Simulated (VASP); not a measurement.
Be2AlI, 4 atoms in the cell. The structure is tetragonal, space group P-4m2 (No. 115). Conventional cell: a = 3.817 Å, b = 3.817 Å, c = 5.392 Å, α = 90.00°, β = 90.00°, γ = 90.00°. Be (site symmetry 2mm) has 2 Al at 2.30 Å and 2 I at 2.38 Å within 3.0 Å. Within 3.0 Å of Al (site symmetry -4m2) lie 4 Be at 2.30 Å. I (site symmetry -4m2) has 4 Be at 2.38 Å within 3.1 Å. 

- Program: VASP 6.6.1
- Task: single point
- Functional: PBE
- Potentials or basis: VASP PAW PBE potentials, release 64 (Be, Al, I)
- Cutoff: 520 eV
- k mesh: 4 × 4 × 4
- Occupations: gaussian, width 0.1 eV
- Spin: no spin polarisation
- Dipole correction: no
- Further INCAR settings: ALGO = Normal; EDIFF = 1e-06; NBANDS = 15

Potentials or basis: VASP PAW PBE potentials, release 64 (Be, Al, I).

The run is started by

```sh
$ cat potpaw_PBE.64/Be/POTCAR potpaw_PBE.64/Al/POTCAR potpaw_PBE.64/I/POTCAR > POTCAR
$ mpirun -np 1 vasp_std > vasp.out
```

Hardware: 1 thread of AMD EPYC 7R13, on a shared host.

**Question.** Estimate the wall time of this run.

**Answer.** Run time: 46 s on 1 thread of AMD EPYC 7R13, with other jobs on the host, peak memory 0.16 GiB. Counts: scf iterations 16, k points 18.
